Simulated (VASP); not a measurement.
Here is a VASP 6.6.1 calculation.

Contents of INCAR:

```
  PREC = Accurate
  ENCUT = 520
  EDIFF = 1E-6
  ISMEAR = 0
  SIGMA = 0.02
  LREAL = False
  LASPH = True
  NELM = 60
  ALGO = Normal
  ISIF = 2
  LWAVE = False
  LCHARG = False
  GGA = PS
  NBANDS = 30
```

KPOINTS

```
regular mesh
0
Gamma
  10 8 10
```

Contents of POSCAR:

```
ScAl3N4
1.0
   -3.2085883332      0.0000000000      0.0000000000
    0.0000000000      5.6037523390     -0.0022451692
    1.6042941666     -2.7998414826     -5.0387629932
Sc Al N
1 3 4
Direct
    0.0059268667      0.3363283965      0.0118537334
    0.4999593388      0.8364046345     -0.0000813224
    0.7538057982      0.4169458554      0.5076115965
    0.2461483625      0.9170269819      0.4922967250
    0.8004359960      0.1310055960      0.6008719921
    0.3055286422      0.6425246511      0.6110572844
    0.5673737605      0.2131996454      0.1347475209
    0.0568212350      0.7425642391      0.1136424701
```

Potentials or basis: VASP PAW PBE potentials, release 64 (Sc_sv, Al, N).

The run is started by

```sh
$ cat potpaw_PBE.64/Sc_sv/POTCAR potpaw_PBE.64/Al/POTCAR potpaw_PBE.64/N/POTCAR > POTCAR
$ mpirun -np 1 vasp_std > vasp.out
```

Task: Predict the pressure.

Result: 0.2 GPa.

Task: Predict the largest force.

Result: 0.063 eV/Å.

Forces on the atoms (eV/Å):
```
Sc   0.000  0.017  0.012
Al   0.000 -0.006  0.005
Al   0.000  0.003 -0.008
Al   0.000 -0.004 -0.003
N    0.000 -0.002  0.041
N    0.000  0.001 -0.005
N    0.000 -0.055 -0.031
N    0.000  0.045 -0.010
```

Caveat: the PAW data sets were made with another functional, which shifts forces and pressure a little.
